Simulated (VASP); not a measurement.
Sr: single point with LDA

Crystal: Sr.

```
CELL_PARAMETERS angstrom
4.15687 0.00000 0.00000
-2.07843 3.59995 0.00000
0.00000 0.00000 13.59735
ATOMIC_POSITIONS crystal
Sr 0.00000 0.00000 0.00000
Sr 0.00000 0.00000 0.50000
Sr 0.33333 0.66667 0.25000
Sr 0.66667 0.33333 0.75000
```

This cell differs from its parent crystal: volume scaled by 1.04.

* Program: VASP 6.6.1
* Task: single point
* Functional: LDA
* Potentials or basis: VASP PAW LDA potentials, release 64 (Sr_sv)
* Cutoff: 520 eV
* k mesh: 10 × 10 × 3
* Occupations: fermi-dirac, width 0.1 eV
* Spin: no spin polarisation
* Dipole correction: no
* Further INCAR settings: ALGO = Normal; EDIFF = 1e-06; NBANDS = 28

- Pressure: -0.5 GPa
- Band gap on the k mesh: zero (band 20 reaches 1.77 eV, above the bottom of band 21 at 1.70 eV)

Levels at points of the mesh, in eV from the Fermi level:
| k point | band 18 | band 19 | band 20 | band 21 | band 22 | band 23 |
| --- | --- | --- | --- | --- | --- | --- |
| (0.00, 0.00, 0.00) | -2.76 | -2.76 | -1.21 | 0.24 | 1.25 | 1.27 |
| (0.50, 0.00, 0.00) | -0.90 | -0.74 | -0.60 | 0.14 | 0.23 | 0.28 |

It took 60 s on 1 thread of Intel(R) Xeon(R) 6975P-C (Granite Rapids), on a shared host, peak memory 0.31 GiB.
